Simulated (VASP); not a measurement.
Input of a VASP 6.6.1 run:

Contents of INCAR:

```
PREC     = Accurate       # precision mode
ENCUT    = 520            # plane-wave cutoff, eV
EDIFF    = 1E-7           # SCF threshold, eV
ISMEAR   = -1             # smearing method
SIGMA    = 0.08           # smearing width, eV
LREAL    = F              # projectors in reciprocal space
LASPH    = T              # aspherical terms in the spheres
NELM     = 60             # most SCF steps
ALGO     = Normal         # electronic algorithm
ISIF     = 2              # what is computed and relaxed
LWAVE    = F              # write WAVECAR
LCHARG   = F              # write CHGCAR
GGA      = PE             # functional
NBANDS   = 17             # bands
```

The input KPOINTS:

```
regular mesh
0
Gamma
  11 11 11
```

POSCAR

```
PbSe
1.0
    0.0000000000      3.4503592439      3.4503592439
    3.4503592439      0.0000000000      3.4503592439
    3.4503592439      3.4503592439      0.0000000000
Pb Se
1 1
Direct
   -0.0115929957      0.0115929957      0.0115929957
    0.2500000000      0.2500000000      0.2500000000
```

Potentials or basis: VASP PAW PBE potentials, release 64 (Pb_d, Se).

The run is started by

```bash
$ cat potpaw_PBE.64/Pb_d/POTCAR potpaw_PBE.64/Se/POTCAR > POTCAR
$ mpirun -np 1 vasp_std > vasp.out
```

Problem. What does it give for the largest force?

Solution. 0.232 eV/Å.

Problem. Predict the pressure.

Solution. 0.0 GPa.

Stress tensor (GPa, compression positive):
```
0.00 0.00 0.00
0.00 0.03 0.58
0.00 0.58 0.03
```

Caveat: the cell differs from its parent crystal (atom 1 (Pb) moved by [0.08, 0.0, 0.0] A).
